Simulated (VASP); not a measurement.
Input of a VASP 6.6.1 run:

INCAR

```
PREC = Accurate
ENCUT = 600
EDIFF = 1E-6
ISMEAR = 0
SIGMA = 0.01
LREAL = False
LASPH = True
NELM = 100
ALGO = Normal
ISIF = 3
LWAVE = False
LCHARG = False
GGA = PE
IBRION = 2
NSW = 100
EDIFFG = -0.01
```

Contents of KPOINTS:

```
regular mesh
0
Gamma
  14 14 12
```

The input POSCAR:

```
B
1.0
    2.6350954828     -1.6134494097      0.0000000000
    2.6350954828      1.6134494097      0.0000000000
   -0.0360617909      0.0000000000      3.1706847039
B
4
Direct
    0.2172912910      0.4645434357      0.3183949999
    0.4645434357      0.2172912910      0.8183949999
    0.5354565643      0.7827087090      0.1816050001
    0.7827087090      0.5354565643      0.6816050001
```

Potentials or basis: VASP PAW PBE potentials, release 64 (B).

The run is started by

```bash
$ cat potpaw_PBE.64/B/POTCAR > POTCAR
$ mpirun -np 1 vasp_std > vasp.out
```

Q: Estimate the relaxed volume.

A: 6.74 Å³/atom.

Q: Estimate the space group after relaxing (to 0.05 Å).

A: C2/c (No. 15).

Forces in eV/Å, atoms in the order of the input:
```
B   -0.001  0.005 -0.002
B   -0.001 -0.005 -0.002
B    0.001  0.005  0.002
B    0.001 -0.005  0.002
```
